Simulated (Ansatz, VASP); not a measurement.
Na: VASP beside Ansatz

```
CELL_PARAMETERS angstrom
3.41820 0.00000 0.00000
0.00000 3.41820 0.00000
0.00000 0.00000 3.41820
ATOMIC_POSITIONS crystal
Na 0.00000 0.00000 0.00000
```

Alike in both runs: task single point; functional r2SCAN; k mesh 10 × 10 × 10; occupations fermi-dirac, width 0.1 eV; no spin polarisation.

|  | VASP | Ansatz |
| --- | --- | --- |
| version | VASP 6.6.1 | Ansatz 0.2.0 |
| potentials or method | VASP PAW PBE potentials, release 64 (Na_pv), cutoff 520 eV | plane waves (500 eV) with PAW, scalar-relativistic |
| valence electrons in the cell | 7 | 9 |

|  | VASP | Ansatz | Ansatz less VASP |
| --- | --- | --- | --- |
| pressure (GPa) | 0.0 | 0.0 | -0.03 |

VASP's potentials were made for PBE, not for r2SCAN. VASP's potentials hold 7 valence electrons a cell and Ansatz's 9, so a difference there can come from the potentials and not from the codes.
